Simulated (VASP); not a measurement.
# Ir (P6_3/mmc) in VASP: a series of runs

Ir is run at these levels: r2SCAN; tasks: single point.

Program: VASP 6.6.1. These are calculated values, not measurements. Logs are shortened: lines on timing, memory, paths and dates and some standing lists are left out, and cuts for length are marked.

## 1. The cell of the first run

The structure is hexagonal, space group P6_3/mmc (No. 194). The conventional cell has a = 2.751 Å, b = 2.751 Å, c = 4.462 Å, α = 90.00°, β = 90.00°, γ = 120.00°. Ir (site symmetry -6m2) has 12 Ir at 2.74 to 2.75 Å within 3.6 Å.

## 2. Single point, r2SCAN, collinear spin, ferromagnetic start

POSCAR

```
Ir
1.0
    2.7513778946      0.0000000000      0.0000000000
   -1.3756889473      2.3827631521      0.0000000000
    0.0000000000      0.0000000000      4.4622900000
Ir
2
Direct
    0.6666666667      0.3333333333      0.7500000000
    0.3333333333      0.6666666667      0.2500000000
```

INCAR.step1

```
PREC     = Accurate       # precision mode
ENCUT    = 520            # plane-wave cutoff, eV
ISMEAR   = -1             # smearing method
SIGMA    = 0.08           # smearing width, eV
LREAL    = False          # projectors in reciprocal space
LASPH    = True           # aspherical terms in the spheres
NELM     = 150            # most SCF steps
ISPIN    = 2              # spin polarisation
MAGMOM   = 0.8 0.8        # initial moments
LMAXMIX  = 4              # l up to which the mixer works
NBANDS   = 20             # bands
GGA      = PE             # functional
ALGO     = Normal         # electronic algorithm
EDIFF    = 1E-4           # SCF threshold, eV
LWAVE    = True           # write WAVECAR
LCHARG   = False          # write CHGCAR
```

INCAR.step2

```
PREC     = Accurate       # precision mode
ENCUT    = 520            # plane-wave cutoff, eV
EDIFF    = 1E-7           # SCF threshold, eV
ISMEAR   = -1             # smearing method
SIGMA    = 0.08           # smearing width, eV
LREAL    = False          # projectors in reciprocal space
LASPH    = True           # aspherical terms in the spheres
NELM     = 150            # most SCF steps
ALGO     = Normal         # electronic algorithm
ISIF     = 2              # what is computed and relaxed
LWAVE    = False          # write WAVECAR
LCHARG   = False          # write CHGCAR
ISPIN    = 2              # spin polarisation
MAGMOM   = 0.8 0.8        # initial moments
LORBIT   = 11             # projections on sites
LMAXMIX  = 4              # l up to which the mixer works
METAGGA  = R2SCAN         # meta-GGA
LMIXTAU  = True         
NBANDS   = 20             # bands
ISTART   = 1
```

KPOINTS

```
Automatic mesh
0
Gamma
  14 14 8
```

Potentials or basis: VASP PAW PBE potentials, release 64 (Ir).

Started as:

```bash
$ cat potpaw_PBE.64/Ir/POTCAR > POTCAR
$ cp INCAR.step1 INCAR
$ mpirun -np 1 vasp_std > vasp.out
$ cp INCAR.step2 INCAR
$ mpirun -np 1 vasp_std > vasp.out
```

OUTCAR:

```text
PREC = Accurate
   ENCUT = 520
   EDIFF = 1E-7
   ISMEAR = -1
   LREAL = False
   LASPH = True
   NELM = 150
   ISIF = 2
   ISPIN = 2
   LORBIT = 11
   METAGGA = R2SCAN
   ISTART = 1

 ion  position               nearest neighbor table
   1  0.667  0.333  0.750-   2 2.74   2 2.74   2 2.74   2 2.74   2 2.74   2 2.74
   2  0.333  0.667  0.250-   1 2.74   1 2.74   1 2.74   1 2.74   1 2.74   1 2.74

  LATTYP: Found a hexagonal cell.
 ALAT       =     2.7513778946
 C/A-ratio  =     1.6218382828

  Lattice vectors:

 A1 = (   2.7513778946,   0.0000000000,   0.0000000000)
 A2 = (  -1.3756889473,   2.3827631521,   0.0000000000)
 A3 = (   0.0000000000,   0.0000000000,   4.4622900000)

Analysis of symmetry for initial positions (statically):
=====================================================================
 Subroutine PRICEL returns:
 Original cell was already a primitive cell.

 Routine SETGRP: Setting up the symmetry group for a
 hexagonal supercell.

 Subroutine GETGRP returns: Found 24 space group operations
 (whereof 12 operations were pure point group operations)
 out of a pool of 24 trial point group operations.

The static configuration has the point symmetry D_3d.
 The point group associated with its full space group is D_6h.

Analysis of symmetry for dynamics (positions and initial velocities):
=====================================================================
 Subroutine PRICEL returns:
 Original cell was already a primitive cell.

 Routine SETGRP: Setting up the symmetry group for a
 hexagonal supercell.

 Subroutine GETGRP returns: Found 24 space group operations
 (whereof 12 operations were pure point group operations)
 out of a pool of 24 trial point group operations.

The dynamic configuration has the point symmetry D_3d.
 The point group associated with its full space group is D_6h.

Analysis of structural, dynamic, and magnetic symmetry:
=====================================================================
 Subroutine PRICEL returns:
 Original cell was already a primitive cell.

 Routine SETGRP: Setting up the symmetry group for a
 hexagonal supercell.

 Subroutine GETGRP returns: Found 24 space group operations
 (whereof 12 operations were pure point group operations)
 out of a pool of 24 trial point group operations.

The overall configuration has the point symmetry D_3d.
 The point group associated with its full space group is D_6h.

 Subroutine INISYM returns: Found 24 space group operations
 (whereof 12 operations are pure point group operations),
 and found     1 'primitive' translations

----------------------------------------------------------------------------------------

                                     Primitive cell

  volume of cell :      29.2542

  direct lattice vectors                    reciprocal lattice vectors
     2.751377895  0.000000000  0.000000000     0.363454254  0.209840411  0.000000000
    -1.375688947  2.382763152  0.000000000     0.000000000  0.419680823  0.000000000
     0.000000000  0.000000000  4.462290000     0.000000000  0.000000000  0.224100182

  length of vectors
     2.751377895  2.751377895  4.462290000     0.419680823  0.419680823  0.224100182

  position of ions in fractional coordinates (direct lattice)
     0.666666667  0.333333333  0.750000000
     0.333333333  0.666666667  0.250000000

  ion indices of the primitive-cell ions
   primitive index   ion index
                 1           1
                 2           2

----------------------------------------------------------------------------------------

 KPOINTS: Automatic mesh

Automatic generation of k-mesh.
 Grid dimensions read from file:
 generate k-points for:   14   14    8

 Generating k-lattice:

  Cartesian coordinates                     Fractional coordinates (reciprocal lattice)
     0.025961018  0.014988601  0.000000000     0.071428571  0.000000000  0.000000000
     0.000000000  0.029977202  0.000000000     0.000000000  0.071428571  0.000000000
     0.000000000  0.000000000  0.028012523     0.000000000  0.000000000  0.125000000

  Length of vectors
     0.029977202  0.029977202  0.028012523

  Shift w.r.t. Gamma in fractional coordinates (k-lattice)
     0.000000000  0.000000000  0.000000000

 Subroutine IBZKPT returns following result:
 ===========================================

 Found    120 irreducible k-points:

 Following reciprocal coordinates:
            Coordinates               Weight
  0.000000  0.000000  0.000000      1.000000
  0.071429 -0.000000  0.000000      6.000000
  0.142857  0.000000  0.000000      6.000000
  0.214286 -0.000000  0.000000      6.000000
  0.285714 -0.000000  0.000000      6.000000
  0.357143 -0.000000  0.000000      6.000000
[... 16 lines left out ...]
  0.285714  0.285714  0.000000      6.000000
  0.357143  0.285714  0.000000      6.000000
 [... further k-points ...]
   k-points           NKPTS =    120   k-points in BZ     NKDIM =    120   number of bands    NBANDS=     20
   number of dos      NEDOS =    301   number of ions     NIONS =      2
   total plane-waves  NPLWV =  14400
   dimension x,y,z NGX =    20 NGY =   20 NGZ =   36
   dimension x,y,z NGXF=    40 NGYF=   40 NGZF=   72
   ions per type =               2
   NGX,Y,Z   is equivalent  to a cutoff of  12.08, 12.08, 13.41 a.u.
   NGXF,Y,Z  is equivalent  to a cutoff of  24.17, 24.17, 26.82 a.u.
 SYSTEM =  unknown system
   PREC   = accura    normal or accurate (medium, high low for compatibility)
   ISTART =      1    job   : 0-new  1-cont  2-samecut
   ICHARG =      0    charge: 1-file 2-atom 10-const
   ISPIN  =      2    spin polarized calculation?
   LNONCOLLINEAR =      F non collinear calculations
   LSORBIT =      F    spin-orbit coupling
   LASPH  =      T    aspherical Exc in radial PAW
   ENCUT  =  520.0 eV  38.22 Ry    6.18 a.u.   5.12  5.12  8.30*2*pi/ulx,y,z
   NELM   =    150;   NELMIN=  2; NELMDL=  0     # of ELM steps
   EDIFF  = 0.1E-06   stopping-criterion for ELM
   LREAL  =      F    real-space projection
   EDIFFG = 0.1E-05   stopping-criterion for IOM
   NSW    =      0    number of steps for IOM
   IBRION =     -1    ionic relax: 0-MD 1-quasi-New 2-CG
   NFREE  =      0    steps in history (QN), initial steepest desc. (CG)
   ISIF   =      2    stress and relaxation
   ISYM   =      2    0-nonsym 1-usesym 2-fastsym
   POTIM  = 0.5000    time-step for ionic-motion
   TEBEG  =    0.0;   TEEND  =   0.0 temperature during run
   PSTRESS=    0.0 pullay stress
   NELECT =      18.0000    total number of electrons
   NUPDOWN=      -1.0000    fix difference up-down
   EMIN   =  10.00;   EMAX   =-10.00  energy-range for DOS
   EFERMI =   0.00;   METHOD = LEGACY
   ISMEAR =    -1;   SIGMA  =   0.08  broadening in eV -4-tet -1-fermi 0-gaus
   EFERMI_NEDOS =   21; number of points for ismear=-14 and -15
   IALGO  =     38    algorithm
   IMIX   =      4    mixing-type and parameters
     AMIX     =   0.40;   BMIX     =  1.00
     AMIX_MAG =   1.60;   BMIX_MAG =  1.00
  volume/ion in A,a.u.               =      14.63        98.71
  Fermi-wavevector in a.u.,A,eV,Ry     =   1.392417  2.631287 26.379323  1.938826
  Thomas-Fermi vector in A             =   2.516162
   LORBIT       =     11    0 simple, 1 ext, 2 COOP (PROOUT), +10 PAW based schemes
   METAGGA = R2SCAN    functional components
   LHFCALC =     F    Hartree Fock is set to
   AEXX    =    0.0000 exact exchange contribution
   IVDW    =     0    specifies the selected vdW correction
   LEPSILON=     F    determine dielectric tensor
   LRPA    =     F    only Hartree local field effects (RPA)
 spin polarized calculation
  energy-cutoff  :      520.00
  volume of cell :       29.25
 maximum number of plane-waves:       796
   NGX = 11   NGY = 11   NGZ = 17

 number of electron      18.0000000 magnetization       0.0000003

 number of electron      18.0000000 magnetization      -0.0000000

 Free energy of the ion-electron system (eV)
  ---------------------------------------------------
  ext. energy  EPLUGINS =         0.00000000
  ---------------------------------------------------
  free energy    TOTEN  =      -104.56500474 eV

  energy without entropy =     -104.51306681  energy(sigma->0) =     -104.53903578

 E-fermi :   9.7277     XC(G=0): -15.1050

 val. band max:        9.7197854471   @ k =   0.2857   0.2857   0.1250
 cond. band min:       9.7295302561   @ k =   0.3571   0.0714   0.2500
 fundamental gap:      0.0097448090
 Fermi energy:         9.7277376535

 spin component 1

 k-point     1 :       0.0000    0.0000    0.0000
  band No.  band energies     occupation
      1      -1.5609      1.00000
      2       1.5674      1.00000
      3       5.8305      1.00000
      4       5.9367      1.00000
      5       5.9368      1.00000
      6       6.5796      1.00000
[... 12 lines left out ...]
     19      33.3598      0.00000
     20      33.3598      0.00000
[... 507 lines left out ...]
 k-point    24 :       0.3571    0.2857    0.0000
  band No.  band energies     occupation
      1       2.9791      1.00000
      2       3.7246      1.00000
      3       3.8409      1.00000
      4       4.7412      1.00000
      5       5.4115      1.00000
      6       5.6568      1.00000
[... 12 lines left out ...]
     19      25.8480      0.00000
     20      35.7963      0.00000

 [... further k-points ...]

 spin component 2

 k-point     1 :       0.0000    0.0000    0.0000
  band No.  band energies     occupation
      1      -1.5609      1.00000
      2       1.5674      1.00000
      3       5.8305      1.00000
      4       5.9367      1.00000
      5       5.9368      1.00000
      6       6.5796      1.00000
[... 12 lines left out ...]
     19      33.3598      0.00000
     20      33.3598      0.00000
[... 507 lines left out ...]
 k-point    24 :       0.3571    0.2857    0.0000
  band No.  band energies     occupation
      1       2.9791      1.00000
      2       3.7246      1.00000
      3       3.8409      1.00000
      4       4.7412      1.00000
      5       5.4115      1.00000
      6       5.6568      1.00000
[... 12 lines left out ...]
     19      25.8480      0.00000
     20      35.7963      0.00000

 [... further k-points ...]
[... 5 lines left out ...]
  --------------------------------------------------------------------------------------
  -------------------------------------------------------------------------------------
  Total       -1.1395977     -1.1395977     -1.2410304      0.0000000      0.0000000      0.0000000
  in kB      -62.4127382    -62.4127382    -67.9679372      0.0000000      0.0000000      0.0000000
  external PRESSURE =     -64.2644712 kB  Pullay stress =       0.0000000 kB

 VOLUME and BASIS-vectors are now :
 -----------------------------------------------------------------------------
  energy-cutoff  :      520.00
  volume of cell :       29.25
      direct lattice vectors                 reciprocal lattice vectors
     2.751377895  0.000000000  0.000000000     0.363454254  0.209840411  0.000000000
    -1.375688947  2.382763152  0.000000000     0.000000000  0.419680823  0.000000000
     0.000000000  0.000000000  4.462290000     0.000000000  0.000000000  0.224100182

 POSITION                                       TOTAL-FORCE (eV/Angst)
 -----------------------------------------------------------------------------------
      1.37569      0.79425      3.34672         0.000000      0.000000      0.000000
     -0.00000      1.58851      1.11557        -0.000000      0.000000      0.000000
 -----------------------------------------------------------------------------------
    total drift:                                0.000000     -0.000000     -0.000000

  FREE ENERGIE OF THE ION-ELECTRON SYSTEM (eV)
  ---------------------------------------------------
  free  energy   TOTEN  =      -104.5650047437 eV

  energy  without entropy=     -104.5130668109  energy(sigma->0) =     -104.53903578

 total charge

# of ion       s       p       d       tot
------------------------------------------
    1        0.654   0.702   6.929   8.286
    2        0.654   0.702   6.929   8.286
--------------------------------------------------
tot          1.309   1.404  13.858  16.571

 magnetization (x)

# of ion       s       p       d       tot
------------------------------------------
    1       -0.000  -0.000  -0.000  -0.000
    2       -0.000  -0.000  -0.000  -0.000
--------------------------------------------------
tot         -0.000  -0.000  -0.000  -0.000
```

Wall time 4.7 min (1 thread of Intel Xeon Platinum 8488C (Sapphire Rapids), shared host); peak memory 0.23 GiB.

What came out:

| Quantity | Value |
| --- | --- |
| Free energy | -104.5650 eV |
| Pressure | -6.4 GPa |
| Band gap on the k mesh | zero (filled and empty bands overlap) |
| Net moment | 0.00 μB per cell |
| Valence electrons inside the program's atomic spheres | Ir 8.29 |

Stress tensor (GPa, compression positive):
```
-6.24  0.00  0.00
 0.00 -6.24  0.00
 0.00  0.00 -6.80
```

Caveat: the PAW data sets were made with another functional, which shifts forces and pressure a little; spin-orbit coupling is left out, which moves the levels of the heavy elements.

## 3. Single point, r2SCAN, collinear spin, ferromagnetic start

POSCAR is that of step 2.

INCAR.step1

```
SYSTEM = Ir
PREC = Accurate ; ENCUT = 520
ISMEAR = -1 ; SIGMA = 0.08
LREAL = .False. ; LASPH = .True.
NELM = 150 ; ISPIN = 2
MAGMOM = 0.1 0.1 ; NUPDOWN = 0.2
LMAXMIX = 4 ; NBANDS = 20
GGA = PE ; ALGO = Normal
EDIFF = 1E-4 ; LWAVE = .True.
LCHARG = .False.
```

INCAR.step2

```
SYSTEM = Ir
PREC = Accurate ; ENCUT = 520
EDIFF = 1E-7 ; ISMEAR = -1
SIGMA = 0.08 ; LREAL = .False.
LASPH = .True. ; NELM = 150
ALGO = Normal ; ISIF = 2
LWAVE = .False. ; LCHARG = .False.
ISPIN = 2 ; MAGMOM = 0.1 0.1
LORBIT = 11 ; NUPDOWN = 0.2
LMAXMIX = 4 ; METAGGA = R2SCAN
LMIXTAU = .True. ; NBANDS = 20
ISTART = 1
```

KPOINTS

```
regular mesh
0
Gamma
  14 14 8
  0 0 0
```

Potentials or basis: VASP PAW PBE potentials, release 64 (Ir).

Started as:

```bash
$ cat potpaw_PBE.64/Ir/POTCAR > POTCAR
$ cp INCAR.step1 INCAR
$ mpirun -np 1 vasp_std > vasp.out
$ cp INCAR.step2 INCAR
$ mpirun -np 1 vasp_std > vasp.out
```

OUTCAR:

```text
SYSTEM = Ir
   PREC = Accurate
   ENCUT = 520
   EDIFF = 1E-7
   ISMEAR = -1
   LREAL = .False.
   LASPH = .True.
   NELM = 150
   ISIF = 2
   ISPIN = 2
   LORBIT = 11
   NUPDOWN = 0.2
   METAGGA = R2SCAN
   ISTART = 1

 ion  position               nearest neighbor table
   1  0.667  0.333  0.750-   2 2.74   2 2.74   2 2.74   2 2.74   2 2.74   2 2.74
   2  0.333  0.667  0.250-   1 2.74   1 2.74   1 2.74   1 2.74   1 2.74   1 2.74

  LATTYP: Found a hexagonal cell.
 ALAT       =     2.7513778946
 C/A-ratio  =     1.6218382828

  Lattice vectors:

 A1 = (   2.7513778946,   0.0000000000,   0.0000000000)
 A2 = (  -1.3756889473,   2.3827631521,   0.0000000000)
 A3 = (   0.0000000000,   0.0000000000,   4.4622900000)

Analysis of symmetry for initial positions (statically):
=====================================================================
 Subroutine PRICEL returns:
 Original cell was already a primitive cell.

 Routine SETGRP: Setting up the symmetry group for a
 hexagonal supercell.

 Subroutine GETGRP returns: Found 24 space group operations
[... 747 lines left out ...]
  band No.  band energies     occupation
      1      -1.5624      1.00000
      2       1.5894      1.00000
      3       5.8763      1.00000
      4       5.9789      1.00000
      5       5.9789      1.00000
      6       6.6228      1.00000
[... 541 lines left out ...]
     19      25.8584      0.00000
     20      35.8028      0.00000

 [... further k-points ...]
[... 5 lines left out ...]
  --------------------------------------------------------------------------------------
  -------------------------------------------------------------------------------------
  Total       -1.1232139     -1.1232139     -1.2338553     -0.0000000      0.0000000      0.0000000
  in kB      -61.5154401    -61.5154401    -67.5749753     -0.0000000      0.0000000      0.0000000
  external PRESSURE =     -63.5352851 kB  Pullay stress =       0.0000000 kB

 VOLUME and BASIS-vectors are now :
 -----------------------------------------------------------------------------
  energy-cutoff  :      520.00
  volume of cell :       29.25
      direct lattice vectors                 reciprocal lattice vectors
     2.751377895  0.000000000  0.000000000     0.363454254  0.209840411  0.000000000
    -1.375688947  2.382763152  0.000000000     0.000000000  0.419680823  0.000000000
     0.000000000  0.000000000  4.462290000     0.000000000  0.000000000  0.224100182

 POSITION                                       TOTAL-FORCE (eV/Angst)
 -----------------------------------------------------------------------------------
      1.37569      0.79425      3.34672         0.000000     -0.000000      0.000000
     -0.00000      1.58851      1.11557        -0.000000      0.000000      0.000000
 -----------------------------------------------------------------------------------
    total drift:                                0.000000     -0.000000     -0.000000

  FREE ENERGIE OF THE ION-ELECTRON SYSTEM (eV)
  ---------------------------------------------------
  free  energy   TOTEN  =      -104.5620377375 eV

  energy  without entropy=     -104.5104227284  energy(sigma->0) =     -104.53623023

 total charge

# of ion       s       p       d       tot
------------------------------------------
    1        0.654   0.702   6.929   8.286
    2        0.654   0.702   6.929   8.286
--------------------------------------------------
tot          1.309   1.404  13.858  16.571

 magnetization (x)

# of ion       s       p       d       tot
------------------------------------------
    1        0.001  -0.002   0.102   0.101
    2        0.001  -0.002   0.102   0.101
--------------------------------------------------
tot          0.002  -0.004   0.204   0.201
```

Wall time 5.4 min (1 thread of Intel Xeon Platinum 8488C (Sapphire Rapids), shared host); peak memory 0.23 GiB.

Results:

```
Free energy                                           : -104.5620 eV
Pressure                                              : -6.4 GPa
Net moment                                            : 0.20 μB per cell
Site moments                                          : Ir +0.10 μB
Valence electrons inside the program's atomic spheres : Ir 8.29
```

Caveat: the PAW data sets were made with another functional, which shifts forces and pressure a little; spin-orbit coupling is left out, which moves the levels of the heavy elements; the total moment is fixed, so each spin has its own Fermi level.
